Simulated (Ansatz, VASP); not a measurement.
## Sn3Se: VASP beside Ansatz

File INCAR:

```
SYSTEM = Sn3Se
PREC     = Accurate       ! precision mode
ENCUT    = 520            ! plane-wave cutoff, eV
EDIFF    = 1E-6           ! SCF threshold, eV
ISMEAR   = 0              ! smearing method
SIGMA    = 0.15           ! smearing width, eV
LREAL    = .False.        ! projectors in reciprocal space
LASPH    = .True.         ! aspherical terms in the spheres
NELM     = 60             ! most SCF steps
ALGO     = Normal         ! electronic algorithm
ISIF     = 2              ! what is computed and relaxed
LWAVE    = .False.        ! write WAVECAR
LCHARG   = .False.        ! write CHGCAR
GGA      = PE             ! functional
NBANDS   = 32             ! bands
```

The input KPOINTS:

```
regular mesh
0
Gamma
  12 12 12
  0 0 0
```

POSCAR

```
Sn3Se
1.0
    0.0000000000      3.7279542406      3.7279542406
    3.7279542406      0.0000000000      3.7279542406
    3.7279542406      3.7279542406      0.0000000000
Sn Se
3 1
Direct
    0.2500000000      0.2500000000      0.2500000000
    0.7500000000      0.7500000000      0.7500000000
    0.5000000000      0.5000000000      0.5000000000
    0.0301774090     -0.0301774090     -0.0301774090
```

Input for Ansatz:

```yaml
crystal:
  lattice:
    - [0.0, 3.7279542406, 3.7279542406]
    - [3.7279542406, 0.0, 3.7279542406]
    - [3.7279542406, 3.7279542406, 0.0]
  atoms:
    - { symbol: Sn, position: [0.25, 0.25, 0.25] }
    - { symbol: Sn, position: [0.75, 0.75, 0.75] }
    - { symbol: Sn, position: [0.5, 0.5, 0.5] }
    - { symbol: Se, position: [0.030177409, -0.030177409, -0.030177409] }
basis:
  ecutwfc: 420
kpoints:
  mp_grid: { grid: [12, 12, 12] }
hamiltonian:
  xc: pbe
scf:
  occupations: { method: gaussian, width: 0.15 }
output:
  forces: true
  stress: true
  eigenvalues: true
```

Alike in both runs: task single point; functional PBE; k mesh 12 × 12 × 12; occupations gaussian, width 0.15 eV; no spin polarisation.

```csv
,VASP,Ansatz
version,VASP 6.6.1,Ansatz 0.2.0
potentials or method,"VASP PAW PBE potentials, release 64 (Sn_d, Se), cutoff 520 eV","scalar-relativistic, plane waves, PAW"
valence electrons in the cell,48,58
```

|  | VASP | Ansatz | Ansatz less VASP |
| --- | --- | --- | --- |
| gap on the k mesh at the Fermi level (eV) | none | none | - |
| pressure (GPa) | 0.5 | 0.5 | +0.04 |
| traceless stress, the component that is largest in VASP (GPa) | -0.15 | -0.15 | +0.001 |
| rms of the force components (eV/Å) | 0.092 | 0.092 | -0.0003 |

Atom by atom the forces differ by 0.001 eV/Å (rms over components). A gap of «none» marks a metal or a gap that the smearing closes. VASP's potentials hold 48 valence electrons a cell and Ansatz's 58, so a difference there can come from the potentials and not from the codes.
